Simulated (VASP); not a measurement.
# B3P2 (P-3m1) in VASP: a series of runs

B3P2 is run at these levels: PBE; tasks: single point, relaxation of cell and atoms.

All numbers are computed with VASP 6.6.1; they aren't measurements. Logs are shortened: lines on timing, memory, paths and dates and some standing lists are left out, and cuts for length are marked.

## 1. The cell of the first run

The structure is trigonal, space group P-3m1 (No. 164). Conventional cell: a = 3.106 Å, b = 3.106 Å, c = 6.175 Å, α = 90.00°, β = 90.00°, γ = 120.00°. Within 2.8 Å of B (site symmetry -3m) lie 6 P at 2.12 Å. B (site symmetry 3m) has 3 B at 1.80 Å and 1 P at 1.88 Å within 2.4 Å. P (site symmetry 3m) has 4 B at 1.88 to 2.12 Å within 2.5 Å.

## 2. Single point, PBE

Contents of INCAR:

```
  PREC = Accurate
  ENCUT = 520
  EDIFF = 1E-6
  ISMEAR = 0
  SIGMA = 0.1
  LREAL = False
  LASPH = True
  NELM = 80
  ALGO = Normal
  ISIF = 2
  LWAVE = False
  LCHARG = True
  GGA = PE
  LELF = True
  LVHAR = True
  NBANDS = 18
```

Contents of KPOINTS:

```
regular mesh
0
Gamma
  6 6 4
```

Contents of POSCAR:

```
B3P2
1.0
    3.1061765231      0.0000000000      0.0000000000
   -1.5530882615      2.6900277776      0.0000000000
    0.0000000000      0.0000000000      6.1747092594
B P
3 2
Direct
    0.0000000000      0.0000000000      0.0000000000
    0.3333333333      0.6666666667      0.4873247396
    0.6666666667      0.3333333333      0.5126752604
    0.3333333333      0.6666666667      0.1832014781
    0.6666666667      0.3333333333      0.8167985219
```

Potentials or basis: VASP PAW PBE potentials, release 64 (B, P).

Run with:

```sh
> cat potpaw_PBE.64/B/POTCAR potpaw_PBE.64/P/POTCAR > POTCAR
> mpirun -np 1 vasp_std > vasp.out
```

OUTCAR:

```text
PREC = Accurate
   ENCUT = 520
   EDIFF = 1E-6
   ISMEAR = 0
   LREAL = False
   LASPH = True
   NELM = 80
   ISIF = 2
   GGA = PE

 ion  position               nearest neighbor table
   1  0.000  0.000  0.000-   4 2.12   5 2.12   4 2.12   5 2.12   5 2.12   4 2.12
   2  0.333  0.667  0.487-   3 1.80   3 1.80   3 1.80   4 1.88
   3  0.667  0.333  0.513-   2 1.80   2 1.80   2 1.80   5 1.88
   4  0.333  0.667  0.183-   2 1.88   1 2.12   1 2.12   1 2.12   5 2.89   5 2.89   5 2.89
   5  0.667  0.333  0.817-   3 1.88   1 2.12   1 2.12   1 2.12   4 2.89   4 2.89   4 2.89

  LATTYP: Found a hexagonal cell.
 ALAT       =     3.1061765231
 C/A-ratio  =     1.9878809892

  Lattice vectors:

 A1 = (   3.1061765231,   0.0000000000,   0.0000000000)
 A2 = (  -1.5530882615,   2.6900277776,   0.0000000000)
 A3 = (   0.0000000000,   0.0000000000,   6.1747092594)

Analysis of symmetry for initial positions (statically):
=====================================================================
 Subroutine PRICEL returns:
 Original cell was already a primitive cell.

 Routine SETGRP: Setting up the symmetry group for a
 hexagonal supercell.

 Subroutine GETGRP returns: Found 12 space group operations
 (whereof 12 operations were pure point group operations)
 out of a pool of 24 trial point group operations.

The static configuration has the point symmetry D_3d.

Analysis of symmetry for dynamics (positions and initial velocities):
=====================================================================
 Subroutine PRICEL returns:
 Original cell was already a primitive cell.

 Routine SETGRP: Setting up the symmetry group for a
 hexagonal supercell.

 Subroutine GETGRP returns: Found 12 space group operations
 (whereof 12 operations were pure point group operations)
 out of a pool of 24 trial point group operations.

The dynamic configuration has the point symmetry D_3d.

 Subroutine INISYM returns: Found 12 space group operations
 (whereof 12 operations are pure point group operations),
 and found     1 'primitive' translations

----------------------------------------------------------------------------------------

                                     Primitive cell

  volume of cell :      51.5940

  direct lattice vectors                    reciprocal lattice vectors
     3.106176523  0.000000000  0.000000000     0.321939205  0.185871687  0.000000000
    -1.553088261  2.690027778  0.000000000     0.000000000  0.371743373  0.000000000
     0.000000000  0.000000000  6.174709259     0.000000000  0.000000000  0.161950945

  length of vectors
     3.106176523  3.106176523  6.174709259     0.371743373  0.371743373  0.161950945

  position of ions in fractional coordinates (direct lattice)
     0.000000000  0.000000000  0.000000000
     0.333333333  0.666666667  0.487324740
     0.666666667  0.333333333  0.512675260
     0.333333333  0.666666667  0.183201478
     0.666666667  0.333333333  0.816798522

  ion indices of the primitive-cell ions
   primitive index   ion index
                 1           1
                 2           2
                 3           3
                 4           4
                 5           5

----------------------------------------------------------------------------------------

 KPOINTS: regular mesh

Automatic generation of k-mesh.
 Grid dimensions read from file:
 generate k-points for:    6    6    4

 Generating k-lattice:

  Cartesian coordinates                     Fractional coordinates (reciprocal lattice)
     0.053656534  0.030978614  0.000000000     0.166666667  0.000000000  0.000000000
     0.000000000  0.061957229  0.000000000     0.000000000  0.166666667  0.000000000
     0.000000000  0.000000000  0.040487736     0.000000000  0.000000000  0.250000000

  Length of vectors
     0.061957229  0.061957229  0.040487736

  Shift w.r.t. Gamma in fractional coordinates (k-lattice)
     0.000000000  0.000000000  0.000000000

 Subroutine IBZKPT returns following result:
 ===========================================

 Found     24 irreducible k-points:

 Following reciprocal coordinates:
            Coordinates               Weight
  0.000000  0.000000  0.000000      1.000000
  0.166667  0.000000  0.000000      6.000000
  0.333333  0.000000  0.000000      6.000000
  0.500000  0.000000  0.000000      3.000000
  0.166667  0.166667  0.000000      6.000000
  0.333333  0.166667  0.000000     12.000000
[... 16 lines left out ...]
  0.333333  0.166667  0.500000     12.000000
  0.333333  0.333333  0.500000      2.000000
   k-points           NKPTS =     24   k-points in BZ     NKDIM =     24   number of bands    NBANDS=     18
   number of dos      NEDOS =    301   number of ions     NIONS =      5
   total plane-waves  NPLWV =  27648
   dimension x,y,z NGX =    24 NGY =   24 NGZ =   48
   dimension x,y,z NGXF=    48 NGYF=   48 NGZF=   96
   ions per type =               3   2
   NGX,Y,Z   is equivalent  to a cutoff of  12.85, 12.85, 12.92 a.u.
   NGXF,Y,Z  is equivalent  to a cutoff of  25.69, 25.69, 25.85 a.u.
 SYSTEM =  unknown system
   PREC   = accura    normal or accurate (medium, high low for compatibility)
   ISTART =      0    job   : 0-new  1-cont  2-samecut
   ICHARG =      2    charge: 1-file 2-atom 10-const
   ISPIN  =      1    spin polarized calculation?
   LNONCOLLINEAR =      F non collinear calculations
   LSORBIT =      F    spin-orbit coupling
   LASPH  =      T    aspherical Exc in radial PAW
   ENCUT  =  520.0 eV  38.22 Ry    6.18 a.u.   5.78  5.78 11.48*2*pi/ulx,y,z
   NELM   =     80;   NELMIN=  2; NELMDL= -5     # of ELM steps
   EDIFF  = 0.1E-05   stopping-criterion for ELM
   LREAL  =      F    real-space projection
   EDIFFG = 0.1E-04   stopping-criterion for IOM
   NSW    =      0    number of steps for IOM
   IBRION =     -1    ionic relax: 0-MD 1-quasi-New 2-CG
   NFREE  =      0    steps in history (QN), initial steepest desc. (CG)
   ISIF   =      2    stress and relaxation
   ISYM   =      2    0-nonsym 1-usesym 2-fastsym
   POTIM  = 0.5000    time-step for ionic-motion
   TEBEG  =    0.0;   TEEND  =   0.0 temperature during run
   PSTRESS=    0.0 pullay stress
   NELECT =      19.0000    total number of electrons
   NUPDOWN=      -1.0000    fix difference up-down
   EMIN   =  10.00;   EMAX   =-10.00  energy-range for DOS
   EFERMI =   0.00;   METHOD = LEGACY
   ISMEAR =     0;   SIGMA  =   0.10  broadening in eV -4-tet -1-fermi 0-gaus
   EFERMI_NEDOS =   21; number of points for ismear=-14 and -15
   IALGO  =     38    algorithm
   IMIX   =      4    mixing-type and parameters
     AMIX     =   0.40;   BMIX     =  1.00
     AMIX_MAG =   1.60;   BMIX_MAG =  1.00
  volume/ion in A,a.u.               =      10.32        69.63
  Fermi-wavevector in a.u.,A,eV,Ry     =   1.173436  2.217473 18.734583  1.376953
  Thomas-Fermi vector in A             =   2.309849
   LORBIT       =      0    0 simple, 1 ext, 2 COOP (PROOUT), +10 PAW based schemes
   GGA     = PE    functional components
   LHFCALC =     F    Hartree Fock is set to
   AEXX    =    0.0000 exact exchange contribution
   IVDW    =     0    specifies the selected vdW correction
   LEPSILON=     F    determine dielectric tensor
   LRPA    =     F    only Hartree local field effects (RPA)
 non-spin polarized calculation
 Gauss-broadening in eV      SIGMA  =   0.10
  energy-cutoff  :      520.00
  volume of cell :       51.59
 maximum number of plane-waves:      1404
 NGX is ok and might be reduce to    24
   NGX = 11   NGY = 11   NGZ = 23

 number of electron      18.9999998 magnetization

 Free energy of the ion-electron system (eV)
  ---------------------------------------------------
  ext. energy  EPLUGINS =         0.00000000
  ---------------------------------------------------
  free energy    TOTEN  =       -28.65245733 eV

  energy without entropy =      -28.64402098  energy(sigma->0) =      -28.64823915

 E-fermi :   7.9214     XC(G=0): -11.4133

 val. band max:        7.8272445512   @ k =   0.1667   0.1667   0.5000
 cond. band min:       7.9551583587   @ k =   0.3333   0.1667   0.0000
 fundamental gap:      0.1279138075
 Fermi energy:         7.9214274440

 k-point     1 :       0.0000    0.0000    0.0000
  band No.  band energies     occupation
      1      -8.4135      2.00000
      2      -4.9144      2.00000
      3      -3.7687      2.00000
      4       3.8210      2.00000
      5       6.4870      2.00000
      6       7.1569      2.00000
[... 10 lines left out ...]
     17      15.1222      0.00000
     18      15.3816      0.00000

 k-point     2 :       0.1667    0.0000    0.0000
  band No.  band energies     occupation
      1      -7.9240      2.00000
      2      -4.4653      2.00000
      3      -3.3357      2.00000
      4       3.9394      2.00000
      5       4.0269      2.00000
      6       5.5359      2.00000
[... 10 lines left out ...]
     17      15.7247      0.00000
     18      15.9512      0.00000

 k-point     3 :       0.3333    0.0000    0.0000
  band No.  band energies     occupation
      1      -6.4938      2.00000
      2      -3.3714      2.00000
      3      -2.0844      2.00000
      4       0.3322      2.00000
      5       2.7948      2.00000
      6       3.6070      2.00000
[... 10 lines left out ...]
     17      15.5959      0.00000
     18      17.8837      0.00000

 k-point     4 :       0.5000    0.0000    0.0000
  band No.  band energies     occupation
      1      -4.7116      2.00000
      2      -3.7789      2.00000
      3      -0.6767      2.00000
      4      -0.4952      2.00000
      5       1.0841      2.00000
      6       1.2305      2.00000
[... 375 lines left out ...]
      4       0.6822      2.00000
      5       2.5495      2.00000
      6       2.7968      2.00000
[... 10 lines left out ...]
     17      15.6518      0.00000
     18      15.9538      0.00000

 k-point    23 :       0.3333    0.1667    0.5000
  band No.  band energies     occupation
      1      -4.9097      2.00000
      2      -3.6107      2.00000
      3      -1.1243      2.00000
      4      -0.0297      2.00000
      5       1.4856      2.00000
      6       2.5051      2.00000
[... 10 lines left out ...]
     17      16.6327      0.00000
     18      17.6220      0.00000

 k-point    24 :       0.3333    0.3333    0.5000
  band No.  band energies     occupation
      1      -3.3920      2.00000
      2      -3.3920      2.00000
      3      -1.1676      2.00000
      4      -0.2950      2.00000
      5      -0.2950      2.00000
      6       1.4905      2.00000
[... 10 lines left out ...]
     17      16.8518      0.00000
     18      17.7193      0.00000

------------------------ aborting loop because EDIFF is reached ----------------------------------------

  FORCE on cell =-STRESS in cart. coord.  units (eV):
  Direction    XX          YY          ZZ          XY          YZ          ZX
  --------------------------------------------------------------------------------------
  -------------------------------------------------------------------------------------
  Total       -0.0646361     -0.0646361     -0.0530851     -0.0000000      0.0000000     -0.0000000
  in kB       -2.0071795     -2.0071795     -1.6484808     -0.0000000      0.0000000     -0.0000000
  external PRESSURE =      -1.8876133 kB  Pullay stress =       0.0000000 kB

 VOLUME and BASIS-vectors are now :
 -----------------------------------------------------------------------------
  energy-cutoff  :      520.00
  volume of cell :       51.59
      direct lattice vectors                 reciprocal lattice vectors
     3.106176523  0.000000000  0.000000000     0.321939205  0.185871687  0.000000000
    -1.553088261  2.690027778  0.000000000     0.000000000  0.371743373  0.000000000
     0.000000000  0.000000000  6.174709259     0.000000000  0.000000000  0.161950945

 POSITION                                       TOTAL-FORCE (eV/Angst)
 -----------------------------------------------------------------------------------
      0.00000      0.00000      0.00000         0.000000      0.000000      0.000000
     -0.00000      1.79335      3.00909        -0.000000      0.000000      0.007282
      1.55309      0.89668      3.16562         0.000000     -0.000000     -0.007282
     -0.00000      1.79335      1.13122         0.000000     -0.000000      0.000842
      1.55309      0.89668      5.04349        -0.000000      0.000000     -0.000842
 -----------------------------------------------------------------------------------
    total drift:                                0.000000     -0.000000     -0.000000

  FREE ENERGIE OF THE ION-ELECTRON SYSTEM (eV)
  ---------------------------------------------------
  free  energy   TOTEN  =       -28.6524573310 eV

  energy  without entropy=      -28.6440209781  energy(sigma->0) =      -28.64823915
```

Wall time 12 s (1 thread of Intel Xeon Platinum 8559C (Emerald Rapids), shared host); peak memory 0.16 GiB.

Results:

```yaml
Free_energy: -28.6525 eV
Pressure: -0.2 GPa
Largest_force: 0.007 eV/Å
```

Forces on the atoms (eV/Å):
```
B    0.000  0.000  0.000
B    0.000  0.000  0.007
B    0.000  0.000 -0.007
P    0.000  0.000  0.001
P    0.000  0.000 -0.001
```

Caveat: the k points lie up to 0.39 Å⁻¹ apart.

## 3. Single point, PBE

This run uses another cell than the first one, of 10.54 Å³/atom, 1.021 times its volume.

Contents of INCAR:

```
SYSTEM = B3P2
ALGO = Normal
EDIFF = 1E-7
ENCUT = 520
GGA = PE
ISIF = 2
ISMEAR = 0
LASPH = .True.
LCHARG = .False.
LREAL = .False.
LWAVE = .False.
NBANDS = 18
NELM = 80
PREC = Accurate
SIGMA = 0.1
```

Contents of KPOINTS:

```
k-points
0
Gamma
  6 6 4
  0 0 0
```

Contents of POSCAR:

```
B3P2
1.0
    3.3942668182      0.0000000000      0.0000000000
   -1.6971334091      2.9395212918      0.0000000000
    0.0000000000      0.0000000000      5.2809278161
B P
3 2
Direct
    0.0000000000      0.0000000000      0.0000000000
    0.3333333333      0.6666666667      0.6450000000
    0.6666666667      0.3333333333      0.3550000000
    0.3333333333      0.6666666667      0.2450000000
    0.6666666667      0.3333333333      0.7550000000
```

Potentials or basis: VASP PAW PBE potentials, release 64 (B, P).

Run with:

```sh
> cat potpaw_PBE.64/B/POTCAR potpaw_PBE.64/P/POTCAR > POTCAR
> mpirun -np 1 vasp_std > vasp.out
```

Wall time 14 s (1 thread of Intel Xeon Platinum 8559C (Emerald Rapids), shared host); peak memory 0.17 GiB.

Results (log left out):

- Free energy: -25.9092 eV
- Pressure: -2.1 GPa
- Largest force: 0.544 eV/Å

Forces on the atoms (eV/Å):
```
B    0.000  0.000  0.000
B    0.000  0.000  0.063
B    0.000  0.000 -0.063
P    0.000  0.000 -0.544
P    0.000  0.000  0.544
```

Stress tensor (GPa, compression positive):
```
-8.57  0.00  0.00
 0.00 -8.57  0.00
 0.00  0.00 10.85
```

Levels at points of the mesh, in eV from the Fermi level:
```
           k point  band 8  band 9  band 10  band 11  band 12  band 13
(0.00, 0.00, 0.00)   -1.17   -0.62    -0.62     0.13     0.89     2.86
(0.50, 0.00, 0.00)   -2.93   -2.07    -0.03     0.10     1.00     3.56
(0.00, 0.00, 0.50)   -1.82   -0.69    -0.69    -0.53     1.21     1.67
(0.50, 0.00, 0.50)   -3.69   -3.07    -1.74     0.61     0.76     2.44
```

## 4. Single point, PBE

This run uses another cell than the first one, of 10.39 Å³/atom, 1.007 times its volume.

Contents of INCAR:

```
SYSTEM = B3P2
PREC     = Accurate       ! precision mode
ENCUT    = 520            ! plane-wave cutoff, eV
EDIFF    = 1E-7           ! SCF threshold, eV
ISMEAR   = 0              ! smearing method
SIGMA    = 0.1            ! smearing width, eV
LREAL    = .False.        ! projectors in reciprocal space
LASPH    = .True.         ! aspherical terms in the spheres
NELM     = 100            ! most SCF steps
ALGO     = Normal         ! electronic algorithm
ISIF     = 2              ! what is computed and relaxed
LWAVE    = .False.        ! write WAVECAR
LCHARG   = .False.        ! write CHGCAR
GGA      = PE             ! functional
NBANDS   = 18             ! bands
```

Contents of KPOINTS:

```
regular mesh
0
Gamma
  12 12 4
  0 0 0
```

Contents of POSCAR:

```
B3P2
1.0
    3.0791381595      0.0000000000      0.0000000000
   -1.5395690797      2.6666118679      0.0000000000
    0.0000000000      0.0000000000      6.3251844449
B P
3 2
Direct
    0.0000000000      0.0000000000      0.0000000000
    0.3333333333      0.6666666667      0.4820114082
    0.6666666667      0.3333333333      0.5179885918
    0.3333333333      0.6666666667      0.1817392316
    0.6666666667      0.3333333333      0.8182607684
```

Run with:

```sh
> cat potpaw_PBE.64/B/POTCAR potpaw_PBE.64/P/POTCAR > POTCAR
> mpirun -np 1 vasp_std > vasp.out
```

It took 28 s on 1 thread of Intel Xeon Platinum 8559C (Emerald Rapids), shared host; peak memory 0.19 GiB.

It converged, with:

| Item | Value |
| --- | --- |
| Free energy | -28.7106 eV |
| Pressure | 0.0 GPa |
| Largest force | 0.110 eV/Å |

Forces in eV/Å, atoms in the order of the input:
```
B    0.000  0.000  0.000
B    0.000  0.000 -0.110
B    0.000  0.000  0.110
P    0.000  0.000 -0.020
P    0.000  0.000  0.020
```

Stress tensor (GPa, compression positive):
```
-0.04  0.00  0.00
 0.00 -0.04  0.00
 0.00  0.00  0.09
```

Levels at points of the mesh, in eV from the Fermi level:
| k point | band 6 | band 7 | band 8 | band 9 | band 10 | band 11 | band 12 | band 13 | band 14 | band 15 |
| --- | --- | --- | --- | --- | --- | --- | --- | --- | --- | --- |
| (0.00, 0.00, 0.00) | -0.43 | -0.43 | -0.01 | -0.01 | 2.65 | 2.65 | 4.86 | 4.86 | 5.42 | 5.75 |
| (0.50, 0.00, 0.00) | -6.45 | -3.80 | -1.20 | -0.96 | -0.93 | 1.06 | 1.88 | 3.69 | 4.42 | 6.22 |
| (0.00, 0.00, 0.50) | -0.61 | 0.78 | 0.78 | 1.38 | 1.38 | 1.47 | 4.83 | 5.56 | 6.23 | 6.37 |
| (0.50, 0.00, 0.50) | -4.32 | -4.04 | -3.55 | -2.07 | -2.03 | 1.65 | 2.59 | 3.87 | 6.00 | 6.09 |

[end of part 1 of 2]
